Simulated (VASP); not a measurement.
Write the native input for VASP 6.6.1 that does the following.

| Item | Value |
| --- | --- |
| Task | single point |
| Functional | PBE |
| Potentials or basis | VASP PAW PBE potentials, release 64 (Ti_sv, O) |
| Cutoff | 600 eV |
| k mesh | 6 × 6 × 6 |
| Occupations | gaussian, width 0.02 eV |
| Spin | no spin polarisation |
| Dipole correction | no |
| Further INCAR settings | ALGO = Normal; EDIFF = 1e-06; NBANDS = 60 |

The structure of TiO2 lies in POSCAR:

```
TiO2
1.0
    5.3473683954      0.0000000000      0.0455275609
    0.0000000000      5.3725608382      0.0000000000
   -2.6306478685      0.0000000000      4.7525782476
Ti O
4 8
Direct
    0.5000000000      0.3709299017      0.2500000000
    0.5000000000      0.6290700983      0.7500000000
    0.0000000000      0.8709299017      0.2500000000
    0.0000000000      0.1290700983      0.7500000000
    0.2092612324      0.8780061366      0.6665877711
    0.7907387676      0.1219938634      0.3334122289
    0.7907387676      0.8780061366      0.8334122289
    0.2092612324      0.1219938634      0.1665877711
    0.7092612324      0.3780061366      0.6665877711
    0.2907387676      0.6219938634      0.3334122289
    0.2907387676      0.3780061366      0.8334122289
    0.7092612324      0.6219938634      0.1665877711
```

This cell differs from its parent crystal: strain along c alone, the other axes held: -2.0 %, then relaxed in part.

One way to write it, as run:

INCAR

```
PREC = Accurate ; ENCUT = 600
EDIFF = 1E-6 ; ISMEAR = 0
SIGMA = 0.02 ; LREAL = F
LASPH = T ; NELM = 120
ALGO = Normal ; ISIF = 2
LWAVE = F ; LCHARG = F
GGA = PE ; NBANDS = 60
GGA_COMPAT = F
```

KPOINTS

```
Automatic mesh
0
Gamma
  6 6 6
```

Potentials or basis: VASP PAW PBE potentials, release 64 (Ti_sv, O).

Launch:

```bash
$ cat potpaw_PBE.64/Ti_sv/POTCAR potpaw_PBE.64/O/POTCAR > POTCAR
$ mpirun -np 1 vasp_std > vasp.out
```

It gave:

| Item | Value |
| --- | --- |
| Pressure | 3.9 GPa |
| Largest force | 0.017 eV/Å |
| Band gap on the k mesh | 2.08 eV |

Caveat: the cell differs from its parent crystal (strain along c alone, the other axes held: -2.0 %, then relaxed in part); the cell stands under pressure.

Wall time 12 min on 1 thread of Intel(R) Xeon(R) Platinum 8559C (Emerald Rapids), with other jobs on the host, peak memory 0.7 GiB.
